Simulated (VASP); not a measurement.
# Zr8N9 in VASP: single point with PBE

Aim: the single point of Zr8N9 with PBE.

All numbers are computed with VASP 6.6.1; they aren't measurements. Logs are shortened: lines on timing, memory, paths and dates and some standing lists are left out, and cuts for length are marked.

### Step 1. The cell of the first run

The cell holds a slab with vacuum, 17 atoms: a = 6.548 Å, b = 6.548 Å, c = 15.010 Å, α = 90.00°, β = 90.00°, γ = 60.00°.

### Step 2. Single point, PBE, collinear spin

INCAR reads:

```
PREC = Accurate
ENCUT = 520
EDIFF = 1E-6
ISMEAR = -1
SIGMA = 0.05
LREAL = Auto
LASPH = T
NELM = 150
ALGO = Normal
ISIF = 2
LWAVE = F
LCHARG = T
ISPIN = 2
MAGMOM = 0 0 0 0 0 0 0 0 0 0 0 0 0 0 0 0 1
LORBIT = 11
LMAXMIX = 4
GGA = PE
LELF = T
LVHAR = T
NBANDS = 88
```

KPOINTS reads:

```
Automatic mesh
0
Gamma
  2 2 1
```

POSCAR reads:

```
Zr8N9
1.0
    6.5478090000      0.0000000000      0.0000000000
    3.2739040000      5.6705690000      0.0000000000
    0.0000000000      0.0000000000     15.0096980000
Zr N
8 9
Direct
    0.0000000000      0.0000000000      0.0666235923
    0.0000059640      0.5000027334      0.0666235923
    0.4999993127      0.0000000000      0.0666235923
    0.5000052767      0.5000027334      0.0666235923
    0.6847448657      0.6583642664      0.2429229422
    0.6741588686      0.2104021660      0.2332025601
    0.1536384410      0.6816952584      0.2563009596
    0.1572344187      0.1800172081      0.2509310980
    0.3487427106      0.8461761068      0.1480842586
    0.3336127539      0.3470374842      0.1375377439
    0.8199421927      0.8314156833      0.1369847681
    0.8246372868      0.3659950174      0.1560790897
   -0.0218178492      0.5310049133      0.3155493202
   -0.0164164977      0.0316723066      0.3070481498
    0.4880756666      0.5084674924      0.3039967893
    0.4980518978      0.0164181055      0.4076897483
    0.4986241362      1.1071199381      0.4682572561
```

Potentials or basis: VASP PAW PBE potentials, release 64 (Zr_sv, N).

On the command line:

```console
$ cat potpaw_PBE.64/Zr_sv/POTCAR potpaw_PBE.64/N/POTCAR > POTCAR
$ mpirun -np 1 vasp_std > vasp.out
```

OUTCAR:

```text
PREC = Accurate
   ENCUT = 520
   EDIFF = 1E-6
   ISMEAR = -1
   LREAL = Auto
   LASPH = T
   NELM = 150
   ISIF = 2
   ISPIN = 2
   LORBIT = 11
   GGA = PE

 ion  position               nearest neighbor table
   1  0.000  0.000  0.067-  11 2.24   9 2.33  12 2.47   6 3.12   2 3.27   4 3.27   3 3.27   3 3.27
                             4 3.27   2 3.27   8 3.36   7 3.37
   2  0.000  0.500  0.067-  11 2.16  10 2.17  12 2.21   5 3.19   1 3.27   3 3.27   4 3.27   4 3.27
                             3 3.27   1 3.27   8 3.31   7 3.42
   3  0.500  0.000  0.067-  11 2.10   9 2.12  10 2.24   4 3.27   2 3.27   1 3.27   1 3.27   2 3.27
                             4 3.27   5 3.28   6 3.32   8 3.38
   4  0.500  0.500  0.067-  10 2.10  12 2.29   9 2.32   6 3.00   3 3.27   1 3.27   2 3.27   2 3.27
                             1 3.27   3 3.27   5 3.29   7 3.46
   5  0.685  0.658  0.243-  13 1.99  12 2.11  15 2.17  11 2.37   9 2.38   6 2.97   8 3.12   7 3.16
                             2 3.19   3 3.28   4 3.29   7 3.41   8 3.44   6 3.58
   6  0.674  0.210  0.233-  15 2.01  14 2.08  12 2.09  10 2.42  11 2.61   5 2.97   4 3.00   8 3.08
                             1 3.12   7 3.28   3 3.32   7 3.33   8 3.50   5 3.58
   7  0.154  0.682  0.256-  15 2.03  13 2.05  14 2.13  10 2.60  11 2.61   9 2.61   5 3.16   8 3.27
                             8 3.28   6 3.28   6 3.33   1 3.37   5 3.41   2 3.42   4 3.46
   8  0.157  0.180  0.251-  14 2.01  13 2.21  12 2.37   9 2.45  10 2.59   6 3.08   5 3.12   7 3.27
                             7 3.28   2 3.31   1 3.36   3 3.38   5 3.44   6 3.50
   9  0.349  0.846  0.148-   3 2.12   4 2.32   1 2.33   5 2.38   8 2.45   7 2.61
  10  0.334  0.347  0.138-   4 2.10   2 2.17   3 2.24   6 2.42   8 2.59   7 2.60
  11  0.820  0.831  0.137-   3 2.10   2 2.16   1 2.24   5 2.37   6 2.61   7 2.61
  12  0.825  0.366  0.156-   6 2.09   5 2.11   2 2.21   4 2.29   8 2.37   1 2.47
  13  0.978  0.531  0.316-   5 1.99   7 2.05   8 2.21
  14  0.984  0.032  0.307-   8 2.01   6 2.08   7 2.13
  15  0.488  0.508  0.304-   6 2.01   7 2.03   5 2.17
  16  0.498  0.016  0.408-  17 1.09
  17  0.499  0.107  0.468-  16 1.09

  LATTYP: Found a hexagonal cell.
 ALAT       =     6.5478088079
 C/A-ratio  =     2.2923238049

  Lattice vectors:

 A1 = (  -3.2739040000,  -5.6705690000,   0.0000000000)
 A2 = (   6.5478090000,   0.0000000000,   0.0000000000)
 A3 = (   0.0000000000,   0.0000000000,  15.0096980000)

Analysis of symmetry for initial positions (statically):
=====================================================================
 Subroutine PRICEL returns:
 Original cell was already a primitive cell.

 Routine SETGRP: Setting up the symmetry group for a
 hexagonal supercell.

 Subroutine GETGRP returns: Found  1 space group operations
 (whereof  1 operations were pure point group operations)
 out of a pool of 24 trial point group operations.

The static configuration has the point symmetry C_1 .

Analysis of symmetry for dynamics (positions and initial velocities):
=====================================================================
 Subroutine PRICEL returns:
 Original cell was already a primitive cell.

 Routine SETGRP: Setting up the symmetry group for a
 hexagonal supercell.

 Subroutine GETGRP returns: Found  1 space group operations
 (whereof  1 operations were pure point group operations)
 out of a pool of 24 trial point group operations.

The dynamic configuration has the point symmetry C_1 .

Analysis of structural, dynamic, and magnetic symmetry:
=====================================================================
 Subroutine PRICEL returns:
 Original cell was already a primitive cell.

 Routine SETGRP: Setting up the symmetry group for a
 hexagonal supercell.

 Subroutine GETGRP returns: Found  1 space group operations
 (whereof  1 operations were pure point group operations)
 out of a pool of 24 trial point group operations.

The overall configuration has the point symmetry C_1 .

 Subroutine INISYM returns: Found  1 space group operations
 (whereof  1 operations are pure point group operations),
 and found     1 'primitive' translations

----------------------------------------------------------------------------------------

                                     Primitive cell

  volume of cell :     557.3071

  direct lattice vectors                    reciprocal lattice vectors
     6.547809000  0.000000000  0.000000000     0.152722842 -0.088174559  0.000000000
     3.273904000  5.670569000  0.000000000     0.000000000  0.176349146  0.000000000
     0.000000000  0.000000000 15.009698000     0.000000000  0.000000000  0.066623592
[... 82 lines left out ...]
   NGXF,Y,Z  is equivalent  to a cutoff of  25.39, 25.39, 24.81 a.u.
 SYSTEM =  unknown system
   PREC   = accura    normal or accurate (medium, high low for compatibility)
   ISTART =      0    job   : 0-new  1-cont  2-samecut
   ICHARG =      2    charge: 1-file 2-atom 10-const
   ISPIN  =      2    spin polarized calculation?
   LNONCOLLINEAR =      F non collinear calculations
   LSORBIT =      F    spin-orbit coupling
   LASPH  =      T    aspherical Exc in radial PAW
   ENCUT  =  520.0 eV  38.22 Ry    6.18 a.u.  12.17 12.17 27.91*2*pi/ulx,y,z
   NELM   =    150;   NELMIN=  2; NELMDL= -5     # of ELM steps
   EDIFF  = 0.1E-05   stopping-criterion for ELM
   LREAL  =      T    real-space projection
   EDIFFG = 0.1E-04   stopping-criterion for IOM
   NSW    =      0    number of steps for IOM
[... 5 lines left out ...]
   TEBEG  =    0.0;   TEEND  =   0.0 temperature during run
   PSTRESS=    0.0 pullay stress
   NELECT =     141.0000    total number of electrons
   NUPDOWN=      -1.0000    fix difference up-down
   EMIN   =  10.00;   EMAX   =-10.00  energy-range for DOS
   EFERMI =   0.00;   METHOD = LEGACY
   ISMEAR =    -1;   SIGMA  =   0.05  broadening in eV -4-tet -1-fermi 0-gaus
   EFERMI_NEDOS =   21; number of points for ismear=-14 and -15
   IALGO  =     38    algorithm
   IMIX   =      4    mixing-type and parameters
     AMIX     =   0.40;   BMIX     =  1.00
     AMIX_MAG =   1.60;   BMIX_MAG =  1.00
  volume/ion in A,a.u.               =      32.78       221.23
  Fermi-wavevector in a.u.,A,eV,Ry     =   1.035419  1.956659 14.586718  1.072094
  Thomas-Fermi vector in A             =   2.169762
   LORBIT       =     11    0 simple, 1 ext, 2 COOP (PROOUT), +10 PAW based schemes
   GGA     = PE    functional components
   LHFCALC =     F    Hartree Fock is set to
   AEXX    =    0.0000 exact exchange contribution
   IVDW    =     0    specifies the selected vdW correction
   LEPSILON=     F    determine dielectric tensor
   LRPA    =     F    only Hartree local field effects (RPA)
 spin polarized calculation
  energy-cutoff  :      520.00
  volume of cell :      557.31
 maximum number of plane-waves:     14994
 NGX is ok and might be reduce to    50
   NGX = 25   NGY = 25   NGZ = 55

 number of electron     140.9999997 magnetization       0.0629178

 number of electron     140.9999997 magnetization      -0.4009275

 Free energy of the ion-electron system (eV)
  ---------------------------------------------------
  ext. energy  EPLUGINS =         0.00000000
  ---------------------------------------------------
  free energy    TOTEN  =      -155.05976251 eV

  energy without entropy =     -154.98647800  energy(sigma->0) =     -155.02312025

 E-fermi :   1.3101     XC(G=0):  -6.0297

 val. band max:        1.3043563909   @ k =   0.5000   0.0000   0.0000
 cond. band min:       1.3355356352   @ k =   0.0000   0.5000   0.0000
 fundamental gap:      0.0311792443
 Fermi energy:         1.3101444178

 spin component 1

 k-point     1 :       0.0000    0.0000    0.0000
  band No.  band energies     occupation
      1     -48.1207      1.00000
      2     -47.9648      1.00000
      3     -47.8389      1.00000
      4     -47.7478      1.00000
      5     -47.7158      1.00000
      6     -47.6318      1.00000
[... 329 lines left out ...]
     81       3.1782      0.00000
     82       3.3088      0.00000
 Fermi energy:         1.3101444178

 spin component 2

 k-point     1 :       0.0000    0.0000    0.0000
  band No.  band energies     occupation
      1     -48.1265      1.00000
      2     -48.0033      1.00000
      3     -47.8583      1.00000
      4     -47.7712      1.00000
      5     -47.7396      1.00000
      6     -47.6354      1.00000
[... 329 lines left out ...]
     81       3.1453      0.00000
     82       3.2722      0.00000
 [bands above 82 left out]

------------------------ aborting loop because EDIFF is reached ----------------------------------------

  FORCE on cell =-STRESS in cart. coord.  units (eV):
  Direction    XX          YY          ZZ          XY          YZ          ZX
  --------------------------------------------------------------------------------------
  -------------------------------------------------------------------------------------
  Total        3.7445256      2.8450349      3.4953506      1.1174507     -2.0098409      0.0544009
  in kB       10.7649693      8.1790636     10.0486271      3.2125090     -5.7780018      0.1563948
  external PRESSURE =       9.6642200 kB  Pullay stress =       0.0000000 kB

 VOLUME and BASIS-vectors are now :
 -----------------------------------------------------------------------------
  energy-cutoff  :      520.00
  volume of cell :      557.31
      direct lattice vectors                 reciprocal lattice vectors
     6.547809000  0.000000000  0.000000000     0.152722842 -0.088174559  0.000000000
     3.273904000  5.670569000  0.000000000     0.000000000  0.176349146  0.000000000
     0.000000000  0.000000000 15.009698000     0.000000000  0.000000000  0.066623592

 POSITION                                       TOTAL-FORCE (eV/Angst)
 -----------------------------------------------------------------------------------
      0.00000      0.00000      1.00000         0.500461     -0.027551      0.202984
      1.63700      2.83530      1.00000         0.342032     -0.029689     -0.257096
      3.27390      0.00000      1.00000        -0.259617      0.395147      0.245771
      4.91090      2.83530      1.00000         0.245280      1.174366     -0.783264
      6.63900      3.73330      3.64620        -1.215237      1.034417      0.088083
      5.10310      1.19310      3.50030        -1.105605     -1.316278      0.991782
[... 9 lines left out ...]
      3.31490      0.09310      6.11930        -1.456189     -2.123244     -3.914956
      3.61560      0.60743      7.02840         1.324451      2.102758      3.959990
 -----------------------------------------------------------------------------------
    total drift:                                0.000934     -0.001656      0.000290

  FREE ENERGIE OF THE ION-ELECTRON SYSTEM (eV)
  ---------------------------------------------------
  free  energy   TOTEN  =      -155.0597625063 eV

  energy  without entropy=     -154.9864779997  energy(sigma->0) =     -155.02312025

 total charge

# of ion       s       p       d       tot
------------------------------------------
    1        2.176   5.975   1.613   9.763
    2        2.189   5.996   1.671   9.856
    3        2.200   5.998   1.668   9.866
    4        2.187   5.989   1.669   9.845
    5        2.185   6.036   1.754   9.974
    6        2.195   6.036   1.821  10.052
[... 9 lines left out ...]
   16        1.366   2.558   0.000   3.924
   17        1.385   2.491   0.000   3.876
--------------------------------------------------
tot         29.099  70.189  13.526 112.814

 magnetization (x)

# of ion       s       p       d       tot
------------------------------------------
    1       -0.000  -0.001  -0.027  -0.029
    2       -0.001  -0.002  -0.039  -0.042
    3       -0.001  -0.004  -0.057  -0.062
    4       -0.000  -0.002  -0.032  -0.034
    5       -0.000  -0.000  -0.008  -0.008
    6        0.000   0.000  -0.004  -0.004
[... 9 lines left out ...]
   16       -0.000  -0.000   0.000  -0.000
   17        0.000   0.000   0.000   0.000
--------------------------------------------------
tot         -0.003  -0.018  -0.177  -0.198
```

Run time: 34 min. Hardware: 1 thread of Intel Xeon 8259CL, shared host; peak memory 0.96 GiB.

Results:

```
Free energy                                           : -155.0598 eV
Largest force                                         : 4.686 eV/Å
Net moment                                            : -0.40 μB per cell
Site moments                                          : Zr -0.03, -0.04, -0.06, -0.01, -0.00 (each value once); N +0.00, -0.00, -0.01 (each value once) μB
Valence electrons inside the program's atomic spheres : Zr 9.76, 9.86, 9.87, 9.85, 9.97, 10.05, 9.89, 9.82; N 3.66, 3.69, 3.73, 3.72, 3.92, 3.88 (each value once)
```

Forces in eV/Å, atoms in the order of the input:
```
Zr   0.500 -0.028  0.203
Zr   0.342 -0.030 -0.257
Zr  -0.260  0.395  0.246
Zr   0.245  1.174 -0.783
Zr  -1.215  1.034  0.088
Zr  -1.106 -1.316  0.992
Zr   0.660  0.519 -0.140
Zr  -0.975  1.137 -0.546
N   -1.134  0.128 -0.131
N   -0.515 -0.150  0.555
N    1.119  0.065  0.690
N    0.851 -1.201 -0.654
N    0.904 -1.165 -0.309
N    0.357 -0.845 -0.150
N    0.357  0.301  0.151
N   -1.456 -2.123 -3.915
N    1.324  2.103  3.960
```

Caveat: the k points lie up to 0.55 Å⁻¹ apart; the standard files for N, O and F lose accuracy on very short bonds; the atoms stand as in a frame of molecular dynamics; there is no dipole correction, which matters where the two faces differ.
